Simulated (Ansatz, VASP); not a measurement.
C: VASP beside Ansatz

```
C
1.0
     0.00000    1.78337    1.78337
     1.78337    0.00000    1.78337
     1.78337    1.78337    0.00000
C
2
Direct
  0.75000 0.75000 0.75000
  0.50000 0.50000 0.50000
```

Alike in both runs: task single point; functional r2SCAN-based global hybrid; k mesh 7 × 7 × 7; occupations fermi-dirac, width 0.05 eV; no spin polarisation.

```csv
,VASP,Ansatz
version,VASP 6.6.1,Ansatz 0.2.0
potentials or method,"VASP PAW PBE potentials, release 64 (C)",Ansatz PAW
plane-wave cutoff (eV),520,500
valence electrons in the cell,8,8
```

Ansatz gave:

| Property | Result |
| --- | --- |
| gap on the k mesh at the Fermi level (eV) | 5.56 |
| least direct gap on the mesh (eV) | 7.05 |
| pressure (GPa) | -7.2 |

Problem. Estimate VASP's values.

Solution. gap on the k mesh at the Fermi level (eV): 5.54; least direct gap on the mesh (eV): 7.02; pressure (GPa): -6.3.

VASP's potentials were made for PBE, not for r2SCAN-based global hybrid. With one functional, cell and mesh, what is left measures potentials, basis and numerics.

The k mesh is coarse, so the values compare programs but aren't converged. Noted on Ansatz's run: odd divisions of the mesh miss points on the zone boundary, where band edges often lie, so the gap on the mesh can be too wide.
